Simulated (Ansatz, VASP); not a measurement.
**C19O in VASP and in Ansatz**

```xyz
20
Lattice="7.3980 0.0000 0.0000 -3.6990 6.4069 0.0000 0.0000 0.0000 13.0000" Properties=species:S:1:pos:R:3 pbc="T T T"
C    -0.0038   -0.0080    0.8066
C     1.2438    0.7121    0.8063
C    -1.2266    2.1385    0.8071
C    -0.0038    2.8445    0.8072
C    -2.4552    4.2598    0.8071
C    -1.2266    4.9692    0.8069
C     2.4722    0.0030    0.8063
C     3.6950    0.7088    0.8067
C     1.2439    2.1239    0.8068
C     2.4724    2.8332    0.8070
C    -0.0039    4.2630    0.8073
C     1.2439    4.9835    0.8074
C     4.9429   -0.0115    0.8071
C     6.1714    0.6977    0.8070
C     3.6950    2.1273    0.8070
C     4.9429    2.8477    0.8071
C     2.4724    4.2741    0.8072
C     3.6950    4.9803    0.8067
C    -2.5180    5.3301    4.4672
O    -2.6686    4.3912    5.0879
```

Alike in both runs: functional PBE; k mesh 2 × 2 × 1; occupations gaussian, width 0.05 eV; no spin polarisation.

Ansatz relaxed the structure, and its values are those at the end. VASP's run is a single point on that final structure, the one shown.

```csv
,VASP,Ansatz
version,VASP 6.6.1,Ansatz 0.2.0
potentials or method,"VASP PAW PBE potentials, release 64 (C, O), cutoff 520 eV","scalar-relativistic, plane waves, PAW"
valence electrons in the cell,82,82
```

```csv
,VASP,Ansatz,Ansatz less VASP
rms of the force components (eV/Å),0.166,0.006,-0.1602
```

One of these differences is far larger than is usual between the two programs; its cause wasn't traced. The functional is the same, so the differences come from potentials, cutoffs and numerics.

The k mesh is coarse, so the values compare programs but aren't converged. Noted on VASP's run: the standard files for N, O and F lose accuracy on very short bonds.
